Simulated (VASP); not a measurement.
A run of VASP 6.6.1 is set up as follows.

File POSCAR:

```
Al2Au
1.0
    0.0000000000      3.0968403464      3.0968403464
    3.0968403464      0.0000000000      3.0968403464
    3.0968403464      3.0968403464      0.0000000000
Al Au
2 1
Direct
    0.2500000000      0.2500000000      0.2500000000
    0.7500000000      0.7500000000      0.7500000000
    0.0000000000      0.0000000000      0.0000000000
```

Contents of INCAR.step1:

```
SYSTEM = Al2Au
  PREC = Accurate
  ENCUT = 520
  ISMEAR = -1
  SIGMA = 0.2
  LREAL = .FALSE.
  LASPH = .TRUE.
  NELM = 100
  NBANDS = 16
  GGA = PE
  ALGO = Normal
  EDIFF = 1E-4
  LWAVE = .TRUE.
  LCHARG = .FALSE.
```

Contents of INCAR.step2:

```
SYSTEM = Al2Au
  PREC = Accurate
  ENCUT = 520
  EDIFF = 1E-7
  ISMEAR = -1
  SIGMA = 0.2
  LREAL = .FALSE.
  LASPH = .TRUE.
  NELM = 100
  ALGO = Normal
  ISIF = 2
  LWAVE = .FALSE.
  LCHARG = .FALSE.
  METAGGA = R2SCAN
  LMIXTAU = .TRUE.
  IVDW = 12
  VDW_S6 = 1.0
  VDW_S8 = 0.78981345
  VDW_A1 = 0.49484001
  VDW_A2 = 5.73083694
  NBANDS = 16
  ISTART = 1
```

KPOINTS

```
regular mesh
0
G
  7 7 7
  0 0 0
```

Potentials or basis: VASP PAW PBE potentials, release 64 (Al, Au).

Run with:

```bash
$ cat potpaw_PBE.64/Al/POTCAR potpaw_PBE.64/Au/POTCAR > POTCAR
$ cp INCAR.step1 INCAR
$ mpirun -np 1 vasp_std > vasp.out
$ cp INCAR.step2 INCAR
$ mpirun -np 1 vasp_std > vasp.out
```

Question: Predict the dispersion energy per atom.

Answer: -0.172 eV.

Question: Predict the pressure.

Answer: -10.2 GPa.

Caveat: the PAW data sets were made with another functional, which shifts forces and pressure a little; pairwise dispersion overbinds metals, which lowers pressure and volume.
